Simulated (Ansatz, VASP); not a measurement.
# InSb in VASP and in Ansatz

```
In Sb
1.0
     0.00000    2.78952    3.34631
     2.78952    0.00000    3.34631
     2.78952    2.78952    0.00000
In Sb
1 1
Direct
  0.00000 0.00000 0.00000
  0.50000 0.50000 0.50000
```

Alike in both runs: task single point; functional PBEsol; k mesh 14 × 14 × 14; occupations gaussian, width 0.15 eV; no spin polarisation.

```csv
,VASP,Ansatz
version,VASP 6.6.1,Ansatz 0.2.0
potentials or method,"VASP PAW PBE potentials, release 64 (In_d, Sb), cutoff 520 eV","scalar-relativistic, plane waves, PAW"
valence electrons in the cell,18,28
```

Ansatz gave:

- gap on the k mesh at the Fermi level (eV): none
- pressure (GPa): 7.8
- traceless stress, the component that is largest in VASP (GPa): -12.10

Q: Estimate VASP's values.

A: gap on the k mesh at the Fermi level (eV): none; pressure (GPa): 7.8; traceless stress, the component that is largest in VASP (GPa): -12.14.

VASP's potentials were made for PBE, not for PBEsol, and Ansatz warns of the same on its side. A gap of «none» marks a metal or a gap that the smearing closes. VASP's potentials hold 18 valence electrons a cell and Ansatz's 28, so a difference there can come from the potentials and not from the codes.

Neither program's run includes spin-orbit coupling.
